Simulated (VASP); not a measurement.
# Ca3Mg (Pm-3m) in VASP: relaxation of cell and atoms with LDA

Aim: the relaxation of cell and atoms of Ca3Mg with LDA.

All numbers are computed with VASP 6.6.1; they aren't measurements. Logs are shortened: lines on timing, memory, paths and dates and some standing lists are left out, and cuts for length are marked.

**1. The cell of the first run**

It takes space group Pm-3m (No. 221, cubic). Conventional cell: a = 5.289 Å, b = 5.289 Å, c = 5.289 Å, α = 90.00°, β = 90.00°, γ = 90.00°. Within 4.9 Å of Ca (site symmetry 4/mmm) lie 8 Ca at 3.74 Å and 4 Mg at 3.74 Å. Within 4.9 Å of Mg (site symmetry m-3m) lie 12 Ca at 3.74 Å.

**2. Relaxation of cell and atoms, LDA**

Contents of INCAR:

```
SYSTEM = Ca3Mg
  ALGO = Normal
  EDIFF = 1E-7
  EDIFFG = -0.01
  ENCUT = 840
  GGA_COMPAT = .FALSE.
  IBRION = 2
  ISIF = 3
  ISMEAR = -1
  LASPH = .TRUE.
  LCHARG = .FALSE.
  LREAL = .FALSE.
  LWAVE = .FALSE.
  NELM = 120
  NELMIN = 4
  NSW = 80
  PREC = Accurate
  SIGMA = 0.1
```

Contents of KPOINTS:

```
k-points
0
G
  5 5 5
  0 0 0
```

Contents of POSCAR:

```
Ca3Mg
1.0
    5.2888130000      0.0000000000      0.0000000000
    0.0000000000      5.2888130000      0.0000000000
    0.0000000000      0.0000000000      5.2888130000
Ca Mg
3 1
Direct
    0.5000000000      0.5000000000      0.0000000000
    0.0000000000      0.5000000000      0.5000000000
    0.5000000000      0.0000000000      0.5000000000
    0.0000000000      0.0000000000      0.0000000000
```

Potentials or basis: VASP PAW LDA potentials, release 64 (Ca_sv, Mg_sv).

Run with:

```console
$ cat potpaw_LDA.64/Ca_sv/POTCAR potpaw_LDA.64/Mg_sv/POTCAR > POTCAR
$ mpirun -np 1 vasp_std > vasp.out
```

OUTCAR:

```text
SYSTEM = Ca3Mg
   EDIFF = 1E-7
   EDIFFG = -0.01
   ENCUT = 840
   IBRION = 2
   ISIF = 3
   ISMEAR = -1
   LASPH = .TRUE.
   LREAL = .FALSE.
   NELM = 120
   NELMIN = 4
   NSW = 80
   PREC = Accurate

 ion  position               nearest neighbor table
   1  0.500  0.500  0.000-
   2  0.000  0.500  0.500-
   3  0.500  0.000  0.500-
   4  0.000  0.000  0.000-

  LATTYP: Found a simple cubic cell.
 ALAT       =     5.2888130000

  Lattice vectors:

 A1 = (   5.2888130000,   0.0000000000,   0.0000000000)
 A2 = (   0.0000000000,   5.2888130000,   0.0000000000)
 A3 = (   0.0000000000,   0.0000000000,   5.2888130000)

Analysis of symmetry for initial positions (statically):
=====================================================================
 Subroutine PRICEL returns:
 Original cell was already a primitive cell.

 Routine SETGRP: Setting up the symmetry group for a
 simple cubic supercell.

 Subroutine GETGRP returns: Found 48 space group operations
 (whereof 48 operations were pure point group operations)
 out of a pool of 48 trial point group operations.

The static configuration has the point symmetry O_h .

Analysis of symmetry for dynamics (positions and initial velocities):
=====================================================================
 Subroutine PRICEL returns:
 Original cell was already a primitive cell.

 Routine SETGRP: Setting up the symmetry group for a
 simple cubic supercell.

 Subroutine GETGRP returns: Found 48 space group operations
 (whereof 48 operations were pure point group operations)
 out of a pool of 48 trial point group operations.

The dynamic configuration has the point symmetry O_h .

 Subroutine INISYM returns: Found 48 space group operations
 (whereof 48 operations are pure point group operations),
 and found     1 'primitive' translations

----------------------------------------------------------------------------------------

                                     Primitive cell

  volume of cell :     147.9363

  direct lattice vectors                    reciprocal lattice vectors
     5.288813000  0.000000000  0.000000000     0.189078343  0.000000000  0.000000000
     0.000000000  5.288813000  0.000000000     0.000000000  0.189078343  0.000000000
     0.000000000  0.000000000  5.288813000     0.000000000  0.000000000  0.189078343

  length of vectors
     5.288813000  5.288813000  5.288813000     0.189078343  0.189078343  0.189078343

  position of ions in fractional coordinates (direct lattice)
     0.500000000  0.500000000  0.000000000
     0.000000000  0.500000000  0.500000000
     0.500000000  0.000000000  0.500000000
     0.000000000  0.000000000  0.000000000

  ion indices of the primitive-cell ions
   primitive index   ion index
                 1           1
                 2           2
                 3           3
                 4           4

----------------------------------------------------------------------------------------

 KPOINTS: k-points

Automatic generation of k-mesh.
 Grid dimensions read from file:
 generate k-points for:    5    5    5

 Generating k-lattice:

  Cartesian coordinates                     Fractional coordinates (reciprocal lattice)
     0.037815669  0.000000000  0.000000000     0.200000000  0.000000000  0.000000000
     0.000000000  0.037815669  0.000000000     0.000000000  0.200000000  0.000000000
     0.000000000  0.000000000  0.037815669     0.000000000  0.000000000  0.200000000

  Length of vectors
     0.037815669  0.037815669  0.037815669

  Shift w.r.t. Gamma in fractional coordinates (k-lattice)
     0.000000000  0.000000000  0.000000000

 Subroutine IBZKPT returns following result:
 ===========================================

 Found     10 irreducible k-points:

 Following reciprocal coordinates:
            Coordinates               Weight
  0.000000  0.000000  0.000000      1.000000
  0.200000  0.000000  0.000000      6.000000
  0.400000  0.000000  0.000000      6.000000
  0.200000  0.200000  0.000000     12.000000
  0.400000  0.200000  0.000000     24.000000
  0.400000  0.400000  0.000000     12.000000
  0.200000  0.200000  0.200000      8.000000
  0.400000  0.200000  0.200000     24.000000
  0.400000  0.400000  0.200000     24.000000
  0.400000  0.400000  0.400000      8.000000
   k-points           NKPTS =     10   k-points in BZ     NKDIM =     10   number of bands    NBANDS=     24
   number of dos      NEDOS =    301   number of ions     NIONS =      4
   total plane-waves  NPLWV = 125000
   dimension x,y,z NGX =    50 NGY =   50 NGZ =   50
   dimension x,y,z NGXF=   100 NGYF=  100 NGZF=  100
   ions per type =               3   1
   NGX,Y,Z   is equivalent  to a cutoff of  15.72, 15.72, 15.72 a.u.
   NGXF,Y,Z  is equivalent  to a cutoff of  31.43, 31.43, 31.43 a.u.
 SYSTEM =  Ca3Mg
   PREC   = accura    normal or accurate (medium, high low for compatibility)
   ISTART =      0    job   : 0-new  1-cont  2-samecut
   ICHARG =      2    charge: 1-file 2-atom 10-const
   ISPIN  =      1    spin polarized calculation?
   LNONCOLLINEAR =      F non collinear calculations
   LSORBIT =      F    spin-orbit coupling
   LASPH  =      T    aspherical Exc in radial PAW
   ENCUT  =  840.0 eV  61.74 Ry    7.86 a.u.  12.50 12.50 12.50*2*pi/ulx,y,z
   NELM   =    120;   NELMIN=  4; NELMDL= -5     # of ELM steps
   EDIFF  = 0.1E-06   stopping-criterion for ELM
   LREAL  =      F    real-space projection
   EDIFFG = -.1E-01   stopping-criterion for IOM
   NSW    =     80    number of steps for IOM
   IBRION =      2    ionic relax: 0-MD 1-quasi-New 2-CG
   NFREE  =      1    steps in history (QN), initial steepest desc. (CG)
   ISIF   =      3    stress and relaxation
   ISYM   =      2    0-nonsym 1-usesym 2-fastsym
   POTIM  = 0.5000    time-step for ionic-motion
   TEBEG  =    0.0;   TEEND  =   0.0 temperature during run
   PSTRESS=    0.0 pullay stress
   NELECT =      40.0000    total number of electrons
   NUPDOWN=      -1.0000    fix difference up-down
   EMIN   =  10.00;   EMAX   =-10.00  energy-range for DOS
   EFERMI =   0.00;   METHOD = LEGACY
   ISMEAR =    -1;   SIGMA  =   0.10  broadening in eV -4-tet -1-fermi 0-gaus
   EFERMI_NEDOS =   21; number of points for ismear=-14 and -15
   IALGO  =     38    algorithm
   IMIX   =      4    mixing-type and parameters
     AMIX     =   0.40;   BMIX     =  1.00
     AMIX_MAG =   1.60;   BMIX_MAG =  1.00
  volume/ion in A,a.u.               =      36.98       249.58
  Fermi-wavevector in a.u.,A,eV,Ry     =   1.058612  2.000486 15.247483  1.120658
  Thomas-Fermi vector in A             =   2.193927
   LORBIT       =      0    0 simple, 1 ext, 2 COOP (PROOUT), +10 PAW based schemes
   GGA     = CA    functional components
   LHFCALC =     F    Hartree Fock is set to
   AEXX    =    0.0000 exact exchange contribution
   IVDW    =     0    specifies the selected vdW correction
   LEPSILON=     F    determine dielectric tensor
   LRPA    =     F    only Hartree local field effects (RPA)
 conjugate gradient relaxation of ions
 non-spin polarized calculation
  energy-cutoff  :      840.00
  volume of cell :      147.94
 maximum number of plane-waves:      8217
 NGX is ok and might be reduce to    50
   NGX = 25   NGY = 25   NGZ = 25

--------------------------------------- Ionic step        1  -------------------------------------------

 number of electron      39.9999981 magnetization

 Free energy of the ion-electron system (eV)
  ---------------------------------------------------
  ext. energy  EPLUGINS =         0.00000000
  ---------------------------------------------------
  free energy    TOTEN  =        -8.47334001 eV

  energy without entropy =       -8.31486152  energy(sigma->0) =       -8.39410077

------------------------ aborting loop because EDIFF is reached ----------------------------------------

  FORCE on cell =-STRESS in cart. coord.  units (eV):
  Direction    XX          YY          ZZ          XY          YZ          ZX
  --------------------------------------------------------------------------------------
  -------------------------------------------------------------------------------------
  Total       -1.9091495     -1.9091495     -1.9091495      0.0000000      0.0000000     -0.0000000
  in kB      -20.6764459    -20.6764459    -20.6764459      0.0000000      0.0000000     -0.0000000
  external PRESSURE =     -20.6764459 kB  Pullay stress =       0.0000000 kB

 VOLUME and BASIS-vectors are now :
 -----------------------------------------------------------------------------
  energy-cutoff  :      840.00
  volume of cell :      147.94
      direct lattice vectors                 reciprocal lattice vectors
     5.288813000  0.000000000  0.000000000     0.189078343  0.000000000  0.000000000
     0.000000000  5.288813000  0.000000000     0.000000000  0.189078343  0.000000000
     0.000000000  0.000000000  5.288813000     0.000000000  0.000000000  0.189078343
[... 77 lines left out ...]
 POSITION                                       TOTAL-FORCE (eV/Angst)
 -----------------------------------------------------------------------------------
      2.55384      2.55384      0.00000         0.000000     -0.000000      0.000000
      0.00000      2.55384      2.55384        -0.000000      0.000000      0.000000
      2.55384      0.00000      2.55384         0.000000      0.000000      0.000000
      0.00000      0.00000      0.00000         0.000000     -0.000000      0.000000
 -----------------------------------------------------------------------------------
    total drift:                                0.000000     -0.000000      0.000000

  FREE ENERGIE OF THE ION-ELECTRON SYSTEM (eV)
  ---------------------------------------------------
  free  energy   TOTEN  =        -8.5785188368 eV

  energy  without entropy=       -8.4207340580  energy(sigma->0) =       -8.49962645

--------------------------------------- Ionic step        4  -------------------------------------------

 number of electron      40.0000013 magnetization

 Free energy of the ion-electron system (eV)
  ---------------------------------------------------
  ext. energy  EPLUGINS =         0.00000000
  ---------------------------------------------------
  free energy    TOTEN  =        -8.57859936 eV

  energy without entropy =       -8.42089536  energy(sigma->0) =       -8.49974736

 E-fermi :   2.2276     XC(G=0):  -8.5294

 val. band max:        2.2199489676   @ k =   0.2000   0.2000   0.0000
 cond. band min:       2.2333915444   @ k =   0.4000   0.2000   0.2000
 fundamental gap:      0.0134425768
 Fermi energy:         2.2276368467

 k-point     1 :       0.0000    0.0000    0.0000
  band No.  band energies     occupation
      1     -72.7484      2.00000
      2     -40.2369      2.00000
      3     -40.2369      2.00000
      4     -40.2369      2.00000
      5     -38.9193      2.00000
      6     -38.8769      2.00000
[... 16 lines left out ...]
     23       3.0721      0.00043
     24       3.2661      0.00006
[... 263 lines left out ...]
 POSITION                                       TOTAL-FORCE (eV/Angst)
 -----------------------------------------------------------------------------------
      2.55120      2.55120      0.00000         0.000000      0.000000      0.000000
      0.00000      2.55120      2.55120        -0.000000     -0.000000      0.000000
      2.55120      0.00000      2.55120         0.000000     -0.000000      0.000000
      0.00000      0.00000      0.00000         0.000000      0.000000      0.000000
 -----------------------------------------------------------------------------------
    total drift:                                0.000000     -0.000000      0.000000

  FREE ENERGIE OF THE ION-ELECTRON SYSTEM (eV)
  ---------------------------------------------------
  free  energy   TOTEN  =        -8.5785993644 eV

  energy  without entropy=       -8.4208953581  energy(sigma->0) =       -8.49974736

 reached required accuracy - stopping structural energy minimisation
```

Run time: 2.4 min. Hardware: 1 thread of Intel Xeon Platinum 8488C (Sapphire Rapids), shared host; peak memory 0.32 GiB.

Results:

| Item | Value |
| --- | --- |
| Free energy | -8.5786 eV |
| Relaxed volume | 33.21 Å³/atom |
| Relaxed cell | a = 5.102 Å, b = 5.102 Å, c = 5.102 Å, α = 90.00°, β = 90.00°, γ = 90.00° |
| Space group after relaxing (to 0.1 Å) | Pm-3m (No. 221) |
| Energy gained by relaxing | 26.3 meV/atom |
| Ionic steps | 4 |
| Pressure after relaxing | 0.0 GPa |
| Band gap on the k mesh | zero (bands 20 and 21 overlap by 0.41 eV) |

The path:
| step | energy change (eV) | largest force (eV/Å) | pressure (GPa) | volume (Å³) |
| --- | --- | --- | --- | --- |
| 1 | 0.0000 | 0.0000 | -2.07 | 147.94 |
| 2 | -0.0920 | 0.0000 | -0.82 | 137.95 |
| 3 | -0.1052 | 0.0000 | -0.07 | 133.25 |
| 4 | -0.1053 | 0.0000 | 0.00 | 132.84 |

Final structure:
```cif
data_structure
_symmetry_space_group_name_H-M 'P 1'
_symmetry_Int_Tables_number 1
_cell_length_a 5.1024
_cell_length_b 5.1024
_cell_length_c 5.1024
_cell_angle_alpha 90.000
_cell_angle_beta 90.000
_cell_angle_gamma 90.000
_cell_volume 132.84
loop_
_atom_site_label
_atom_site_type_symbol
_atom_site_fract_x
_atom_site_fract_y
_atom_site_fract_z
_atom_site_occupancy
Ca1 Ca 0.50000 0.50000 0.00000 1
Ca2 Ca 0.00000 0.50000 0.50000 1
Ca3 Ca 0.50000 0.00000 0.50000 1
Mg1 Mg 0.00000 0.00000 0.00000 1
```
